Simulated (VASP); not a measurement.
# AlRu in VASP: single point with PBE

Aim: the single point of AlRu with PBE.

All numbers are computed with VASP 6.6.1; they aren't measurements. Logs are shortened: lines on timing, memory, paths and dates and some standing lists are left out, and cuts for length are marked.

### Step 1. The cell of the first run

The cell holds an amorphous packing of atoms, 8 atoms: a = 4.856 Å, b = 4.858 Å, c = 4.858 Å, α = 89.19°, β = 90.78°, γ = 90.78°.

### Step 2. Single point, PBE

INCAR

```
SYSTEM = AlRu
  PREC = Accurate
  ENCUT = 520
  EDIFF = 1E-7
  ISMEAR = 0
  SIGMA = 0.1
  LREAL = .False.
  LASPH = .True.
  NELM = 100
  ALGO = Normal
  ISIF = 2
  LWAVE = .False.
  LCHARG = .False.
  GGA = PE
  NBANDS = 44
  ISYM = 0
```

KPOINTS

```
Automatic mesh
0
Gamma
  3 3 3
  0 0 0
```

POSCAR

```
AlRu
1.0
    4.8561024097     -0.0313723607     -0.0313035177
   -0.0341769570      4.8579969635      0.0341504108
   -0.0343597254      0.0344080337      4.8578855132
Al Ru
4 4
Direct
    0.5251646739      0.5163811801      0.2793013056
    0.3205801723      0.0223635291      0.2712402782
    0.5332991993      0.7208417066      0.7851535978
    1.0192033124      0.5082461694      0.4841407680
    0.8247547261      0.9917465656      0.4704607064
    0.0497792954      0.7076391545      0.9800764329
    0.3341472478      0.2168640229      0.7547282148
    0.8196440563      0.2221958289     -0.0152574681
```

Potentials or basis: VASP PAW PBE potentials, release 64 (Al, Ru_pv).

Command:

```
cat potpaw_PBE.64/Al/POTCAR potpaw_PBE.64/Ru_pv/POTCAR > POTCAR
mpirun -np 1 vasp_std > vasp.out
```

OUTCAR:

```text
SYSTEM = AlRu
   PREC = Accurate
   ENCUT = 520
   EDIFF = 1E-7
   ISMEAR = 0
   LREAL = .False.
   LASPH = .True.
   NELM = 100
   ISIF = 2
   GGA = PE
   ISYM = 0

 ion  position               nearest neighbor table
   1  0.525  0.516  0.279-   8 2.51   4 2.59   3 2.59   2 2.59   4 2.66   3 2.66   2 2.66   6 2.87
                             7 2.87   5 2.87   6 3.08   5 3.08   7 3.08
   2  0.321  0.022  0.271-   6 2.45   7 2.54   1 2.59   5 2.61   5 2.63   1 2.66   7 2.67   8 2.95
                             8 2.96   4 3.00   3 3.00   3 3.05   4 3.05
   3  0.533  0.721  0.785-   5 2.45   6 2.54   1 2.59   7 2.61   7 2.63   1 2.66   6 2.67   8 2.95
                             8 2.96   4 3.00   2 3.00   4 3.05   2 3.05
   4  0.019  0.508  0.484-   7 2.45   5 2.54   1 2.59   6 2.61   6 2.63   1 2.66   5 2.67   8 2.95
                             8 2.96   3 3.00   2 3.00   3 3.05   2 3.05
   5  0.825  0.992  0.470-   3 2.45   4 2.54   8 2.60   2 2.61   2 2.63   4 2.67   8 2.75   1 2.87
                             6 3.00   7 3.00   6 3.02   7 3.02   1 3.08
   6  0.050  0.708  0.980-   2 2.45   3 2.54   8 2.60   4 2.61   4 2.63   3 2.67   8 2.75   1 2.87
                             5 3.00   7 3.00   7 3.02   5 3.02   1 3.08
   7  0.334  0.217  0.755-   4 2.45   2 2.54   8 2.60   3 2.61   3 2.63   2 2.67   8 2.75   1 2.87
                             5 3.00   6 3.00   6 3.02   5 3.02   1 3.08
   8  0.820  0.222  0.985-   1 2.51   7 2.60   6 2.60   5 2.60   7 2.75   6 2.75   5 2.75   4 2.95
                             3 2.95   2 2.95   2 2.96   3 2.96   4 2.96

IMPORTANT INFORMATION: All symmetrisations will be switched off!
NOSYMM: (Re-)initialisation of all symmetry stuff for point group C_1.

----------------------------------------------------------------------------------------

                                     Primitive cell

  volume of cell :     114.5860

  direct lattice vectors                    reciprocal lattice vectors
     4.856102410 -0.031372361 -0.031303518     0.205945083  0.001438696  0.001446455
    -0.034176957  4.857996963  0.034150411     0.001320635  0.205865631 -0.001448790
    -0.034359725  0.034408034  4.857885513     0.001317797 -0.001437942  0.205870384

  length of vectors
     4.856304639  4.858237212  4.858128875     0.205955188  0.205874965  0.205879623

  position of ions in fractional coordinates (direct lattice)
     0.525164674  0.516381180  0.279301306
     0.320580172  0.022363529  0.271240278
     0.533299199  0.720841707  0.785153598
     0.019203312  0.508246169  0.484140768
     0.824754726  0.991746566  0.470460706
     0.049779295  0.707639155  0.980076433
     0.334147248  0.216864023  0.754728215
     0.819644056  0.222195829  0.984742532

  ion indices of the primitive-cell ions
   primitive index   ion index
                 1           1
                 2           2
                 3           3
                 4           4
                 5           5
                 6           6
                 7           7
                 8           8

----------------------------------------------------------------------------------------

 KPOINTS: Automatic mesh

Automatic generation of k-mesh.
 Grid dimensions read from file:
 generate k-points for:    3    3    3

 Generating k-lattice:

  Cartesian coordinates                     Fractional coordinates (reciprocal lattice)
     0.068648361  0.000479565  0.000482152     0.333333333  0.000000000  0.000000000
     0.000440212  0.068621877 -0.000482930     0.000000000  0.333333333  0.000000000
     0.000439266 -0.000479314  0.068623461     0.000000000 -0.000000000  0.333333333

  Length of vectors
     0.068651729  0.068624988  0.068626541

  Shift w.r.t. Gamma in fractional coordinates (k-lattice)
     0.000000000  0.000000000  0.000000000

 Subroutine IBZKPT returns following result:
 ===========================================

 Found     14 irreducible k-points:

 Following reciprocal coordinates:
            Coordinates               Weight
  0.000000  0.000000  0.000000      1.000000
  0.333333  0.000000  0.000000      2.000000
 -0.000000  0.333333 -0.000000      2.000000
  0.000000 -0.000000 -0.333333      2.000000
  0.333333  0.333333  0.000000      2.000000
 -0.333333 -0.000000 -0.333333      2.000000
 -0.333333  0.333333 -0.000000      2.000000
  0.333333  0.000000 -0.333333      2.000000
 -0.000000  0.333333  0.333333      2.000000
  0.333333  0.333333  0.333333      2.000000
 -0.333333  0.333333  0.333333      2.000000
  0.000000 -0.333333  0.333333      2.000000
  0.333333 -0.333333  0.333333      2.000000
 -0.333333 -0.333333  0.333333      2.000000
   k-points           NKPTS =     14   k-points in BZ     NKDIM =     14   number of bands    NBANDS=     44
   number of dos      NEDOS =    301   number of ions     NIONS =      8
   total plane-waves  NPLWV =  46656
   dimension x,y,z NGX =    36 NGY =   36 NGZ =   36
   dimension x,y,z NGXF=    72 NGYF=   72 NGZF=   72
   ions per type =               4   4
   NGX,Y,Z   is equivalent  to a cutoff of  12.32, 12.32, 12.32 a.u.
   NGXF,Y,Z  is equivalent  to a cutoff of  24.65, 24.64, 24.64 a.u.
 SYSTEM =  AlRu
   PREC   = accura    normal or accurate (medium, high low for compatibility)
   ISTART =      0    job   : 0-new  1-cont  2-samecut
   ICHARG =      2    charge: 1-file 2-atom 10-const
   ISPIN  =      1    spin polarized calculation?
   LNONCOLLINEAR =      F non collinear calculations
   LSORBIT =      F    spin-orbit coupling
   LASPH  =      T    aspherical Exc in radial PAW
   ENCUT  =  520.0 eV  38.22 Ry    6.18 a.u.   9.03  9.03  9.03*2*pi/ulx,y,z
   NELM   =    100;   NELMIN=  2; NELMDL= -5     # of ELM steps
   EDIFF  = 0.1E-06   stopping-criterion for ELM
   LREAL  =      F    real-space projection
   EDIFFG = 0.1E-05   stopping-criterion for IOM
   NSW    =      0    number of steps for IOM
   IBRION =     -1    ionic relax: 0-MD 1-quasi-New 2-CG
   NFREE  =      0    steps in history (QN), initial steepest desc. (CG)
   ISIF   =      2    stress and relaxation
   ISYM   =      0    0-nonsym 1-usesym 2-fastsym
   POTIM  = 0.5000    time-step for ionic-motion
   TEBEG  =    0.0;   TEEND  =   0.0 temperature during run
   PSTRESS=    0.0 pullay stress
   NELECT =      68.0000    total number of electrons
   NUPDOWN=      -1.0000    fix difference up-down
   EMIN   =  10.00;   EMAX   =-10.00  energy-range for DOS
   EFERMI =   0.00;   METHOD = LEGACY
   ISMEAR =     0;   SIGMA  =   0.10  broadening in eV -4-tet -1-fermi 0-gaus
   EFERMI_NEDOS =   21; number of points for ismear=-14 and -15
   IALGO  =     38    algorithm
   IMIX   =      4    mixing-type and parameters
     AMIX     =   0.40;   BMIX     =  1.00
     AMIX_MAG =   1.60;   BMIX_MAG =  1.00
  volume/ion in A,a.u.               =      14.32        96.66
  Fermi-wavevector in a.u.,A,eV,Ry     =   1.375732  2.599757 25.750927  1.892640
  Thomas-Fermi vector in A             =   2.501041
   LORBIT       =      0    0 simple, 1 ext, 2 COOP (PROOUT), +10 PAW based schemes
   GGA     = PE    functional components
   LHFCALC =     F    Hartree Fock is set to
   AEXX    =    0.0000 exact exchange contribution
   IVDW    =     0    specifies the selected vdW correction
   LEPSILON=     F    determine dielectric tensor
   LRPA    =     F    only Hartree local field effects (RPA)
 non-spin polarized calculation
 Gauss-broadening in eV      SIGMA  =   0.10
  energy-cutoff  :      520.00
  volume of cell :      114.59
 maximum number of plane-waves:      3094
   NGX = 19   NGY = 19   NGZ = 19

 number of electron      68.0000001 magnetization

 Free energy of the ion-electron system (eV)
  ---------------------------------------------------
  ext. energy  EPLUGINS =         0.00000000
  ---------------------------------------------------
  free energy    TOTEN  =       -54.50535875 eV

  energy without entropy =      -54.49139047  energy(sigma->0) =      -54.49837461

 E-fermi :  10.4565     XC(G=0): -12.2104

 val. band max:       10.3676581595   @ k =  -0.3333  -0.3333   0.3333
 cond. band min:      10.4985201876   @ k =   0.0000   0.0000   0.0000
 fundamental gap:      0.1308620282
 Fermi energy:        10.4564597213

 k-point     1 :       0.0000    0.0000    0.0000
  band No.  band energies     occupation
      1     -32.6219      2.00000
      2     -32.6200      2.00000
      3     -32.4805      2.00000
      4     -32.1039      2.00000
      5     -32.1033      2.00000
      6     -32.0760      2.00000
[... 36 lines left out ...]
     43      15.5377      0.00000
     44      15.5417      0.00000

 k-point     2 :       0.3333    0.0000    0.0000
  band No.  band energies     occupation
      1     -32.6351      2.00000
      2     -32.5929      2.00000
      3     -32.4481      2.00000
      4     -32.1309      2.00000
      5     -32.1051      2.00000
      6     -32.0730      2.00000
[... 36 lines left out ...]
     43      14.8715      0.00000
     44      15.4771      0.00000

 k-point     3 :      -0.0000    0.3333   -0.0000
  band No.  band energies     occupation
      1     -32.6367      2.00000
      2     -32.5914      2.00000
      3     -32.4481      2.00000
      4     -32.1313      2.00000
      5     -32.1045      2.00000
      6     -32.0729      2.00000
[... 36 lines left out ...]
     43      14.8693      0.00000
     44      15.4816      0.00000

 k-point     4 :       0.0000   -0.0000   -0.3333
  band No.  band energies     occupation
      1     -32.6359      2.00000
      2     -32.5928      2.00000
      3     -32.4479      2.00000
      4     -32.1307      2.00000
      5     -32.1048      2.00000
      6     -32.0728      2.00000
[... 412 lines left out ...]
     43      14.7097      0.00000
     44      15.2382      0.00000

 k-point    13 :       0.3333   -0.3333    0.3333
  band No.  band energies     occupation
      1     -32.6034      2.00000
      2     -32.5790      2.00000
      3     -32.4149      2.00000
      4     -32.1778      2.00000
      5     -32.1031      2.00000
      6     -32.0790      2.00000
[... 36 lines left out ...]
     43      15.3495      0.00000
     44      16.6535      0.00000

 k-point    14 :      -0.3333   -0.3333    0.3333
  band No.  band energies     occupation
      1     -32.6036      2.00000
      2     -32.5788      2.00000
      3     -32.4149      2.00000
      4     -32.1779      2.00000
      5     -32.1029      2.00000
      6     -32.0788      2.00000
[... 36 lines left out ...]
     43      15.3487      0.00000
     44      16.6559      0.00000

------------------------ aborting loop because EDIFF is reached ----------------------------------------

  FORCE on cell =-STRESS in cart. coord.  units (eV):
  Direction    XX          YY          ZZ          XY          YZ          ZX
  --------------------------------------------------------------------------------------
  -------------------------------------------------------------------------------------
  Total        0.0272868     -0.0244429     -0.0123034      0.0076716     -0.0142695     -0.0022474
  in kB        0.3815331     -0.3417688     -0.1720294      0.1072666     -0.1995209     -0.0314237
  external PRESSURE =      -0.0440884 kB  Pullay stress =       0.0000000 kB

 VOLUME and BASIS-vectors are now :
 -----------------------------------------------------------------------------
  energy-cutoff  :      520.00
  volume of cell :      114.59
      direct lattice vectors                 reciprocal lattice vectors
     4.856102410 -0.031372361 -0.031303518     0.205945083  0.001438696  0.001446455
    -0.034176957  4.857996963  0.034150411     0.001320635  0.205865631 -0.001448790
    -0.034359725  0.034408034  4.857885513     0.001317797 -0.001437942  0.205870384

 POSITION                                       TOTAL-FORCE (eV/Angst)
 -----------------------------------------------------------------------------------
      2.52301      2.50171      1.35801         0.004612     -0.001524     -0.003516
      1.54669      0.10792      1.30838         0.003359      0.003187     -0.005744
      2.53814      3.51213      3.82211         0.004488      0.005304      0.005233
      0.05925      2.48511      2.36866        -0.004326     -0.004235      0.000289
      3.95503      4.80821      2.29350        -0.006976      0.008890      0.001640
      0.18387      3.46987      4.78371        -0.002068     -0.001451     -0.005091
      1.58931      1.06901      3.66333        -0.000139      0.006111      0.000660
      3.93885      1.08760      4.76570         0.001049     -0.016281      0.006530
 -----------------------------------------------------------------------------------
    total drift:                                0.000109     -0.000116      0.000036

  FREE ENERGIE OF THE ION-ELECTRON SYSTEM (eV)
  ---------------------------------------------------
  free  energy   TOTEN  =       -54.5053587528 eV

  energy  without entropy=      -54.4913904672  energy(sigma->0) =      -54.49837461
```

It took 57 s on 1 thread of Intel Xeon Platinum 8488C (Sapphire Rapids), shared host; peak memory 0.22 GiB.

What came out:

| Property | Result |
| --- | --- |
| Free energy | -54.5054 eV |
| Pressure | 0.0 GPa |
| Largest force | 0.018 eV/Å |
| Band gap on the k mesh | 0.13 eV, indirect (least direct gap 0.39 eV) |

Forces on the atoms (eV/Å):
```
Al   0.005 -0.002 -0.004
Al   0.003  0.003 -0.006
Al   0.004  0.005  0.005
Al  -0.004 -0.004  0.000
Ru  -0.007  0.009  0.002
Ru  -0.002 -0.001 -0.005
Ru   0.000  0.006  0.001
Ru   0.001 -0.016  0.007
```

Levels at points of the mesh, in eV from the valence-band top:
| k point | band 32 | band 33 | band 34 | band 35 | band 36 | band 37 |
| --- | --- | --- | --- | --- | --- | --- |
| (0.00, 0.00, 0.00) | -0.66 | -0.47 | -0.47 | 0.13 | 0.13 | 0.91 |

Caveat: the k points lie up to 0.43 Å⁻¹ apart.
